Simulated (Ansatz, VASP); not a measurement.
**Two plane-wave programs on Y2Si2F**

File INCAR:

```
PREC = Accurate ; ENCUT = 520
EDIFF = 1E-7 ; ISMEAR = 0
SIGMA = 0.1 ; LREAL = False
LASPH = True ; NELM = 150
ALGO = Normal ; ISIF = 2
LWAVE = False ; LCHARG = False
ISPIN = 2 ; MAGMOM = 0 0 0 0 1
LORBIT = 11 ; LMAXMIX = 4
GGA = PE ; NBANDS = 30
```

The input KPOINTS:

```
Automatic mesh
0
Gamma
  6 6 4
```

Contents of POSCAR:

```
Y2Si2F
1.0
    5.2177765522      0.0000000000      0.0000000000
   -2.6088882761      4.5187270455      0.0000000000
    0.0000000000      0.0000000000      6.1799614779
Y Si F
2 2 1
Direct
    0.3333333333      0.6666666667      0.0000000000
    0.6666666667      0.3333333333      0.0000000000
    0.0000000000      0.0000000000      0.3098136740
    0.0000000000      0.0000000000      0.6901863260
    0.0000000000      0.0000000000      0.0000000000
```

Input for Ansatz:

```yaml
crystal:
  lattice:
    - [5.2177765522, 0.0, 0.0]
    - [-2.6088882761, 4.5187270455, 0.0]
    - [0.0, 0.0, 6.1799614779]
  atoms:
    - { symbol: "Y", position: [0.3333333333, 0.6666666667, 0.0] }
    - { symbol: "Y", position: [0.6666666667, 0.3333333333, 0.0] }
    - { symbol: Si, position: [0.0, 0.0, 0.309813674] }
    - { symbol: Si, position: [0.0, 0.0, 0.690186326] }
    - { symbol: F, position: [0.0, 0.0, 0.0], spin: 1.0 }
basis:
  ecutwfc: 420
kpoints:
  mp_grid: { grid: [6, 6, 4] }
hamiltonian:
  xc: pbe
scf:
  occupations: { method: gaussian, width: 0.1 }
  lower_state_search: "off"
output:
  forces: true
  stress: true
  eigenvalues: true
  populations: true
magnetization:
  spin_polarized: true
```

Alike in both runs: task single point; functional PBE; k mesh 6 × 6 × 4; occupations gaussian, width 0.1 eV; collinear spin.

```csv
,VASP,Ansatz
version,VASP 6.6.1,Ansatz 0.2.0
potentials or method,"VASP PAW PBE potentials, release 64 (Y_sv, Si, F), cutoff 520 eV","scalar-relativistic, plane waves, PAW"
valence electrons in the cell,37,37
```

Ansatz gave:

| Item | Value |
| --- | --- |
| gap on the k mesh at the Fermi level (eV) | none |
| pressure (GPa) | 0.0 |
| traceless stress, the component that is largest in VASP (GPa) | 0.05 |
| rms of the force components (eV/Å) | 0.000 |
| net moment per atom (μB) | 0.00 |

Task: Estimate VASP's values.

Result: gap on the k mesh at the Fermi level (eV): none; pressure (GPa): 0.0; traceless stress, the component that is largest in VASP (GPa): 0.11; rms of the force components (eV/Å): 0.007; net moment per atom (μB): 0.00.

Atom by atom the forces differ by 0.007 eV/Å (rms over components). A gap of «none» marks a metal or a gap that the smearing closes. The functional is the same, so the differences come from potentials, cutoffs and numerics. Ansatz's warnings: seeded moment not kept.
